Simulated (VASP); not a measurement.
**Mg: single point with PBEsol**

The system is Mg.

```
Mg
1.0
     3.20930    0.00000    0.00000
    -1.60465    2.77934    0.00000
     0.00000    0.00000    5.21030
Mg
2
Cartesian
  1.6047 0.9264 3.9077
  0.0000 1.8529 1.3026
```

```
Program             : VASP 6.6.1
Task                : single point
Functional          : PBEsol
Potentials or basis : VASP PAW PBE potentials, release 64 (Mg)
Cutoff              : 520 eV
k mesh              : 8 × 8 × 5
Occupations         : fermi-dirac, width 0.05 eV
Spin                : no spin polarisation
```

The pressure is -1.1 GPa and the band gap on the k mesh is zero (band 2 reaches 3.53 eV, above the bottom of band 3 at 1.29 eV).

Stress tensor (GPa, compression positive):
```
-1.24  0.00  0.00
 0.00 -1.24  0.00
 0.00  0.00 -0.92
```

Levels at points of the mesh, in eV from the Fermi level:
| k point | band 1 | band 2 | band 3 | band 4 | band 5 | band 6 | band 7 |
| --- | --- | --- | --- | --- | --- | --- | --- |
| (0.00, 0.00, 0.00) | -6.88 | -1.67 | -1.24 | 10.85 | 10.85 | 10.95 | 10.95 |
| (0.50, 0.00, 0.00) | -2.13 | -2.12 | 2.63 | 3.01 | 3.24 | 3.66 | 6.81 |

Wall time 16 s on 1 thread of AMD EPYC 7R13, with other jobs on the host, peak memory 0.13 GiB.

Caveat: the PAW data sets were made with another functional, which shifts forces and pressure a little.
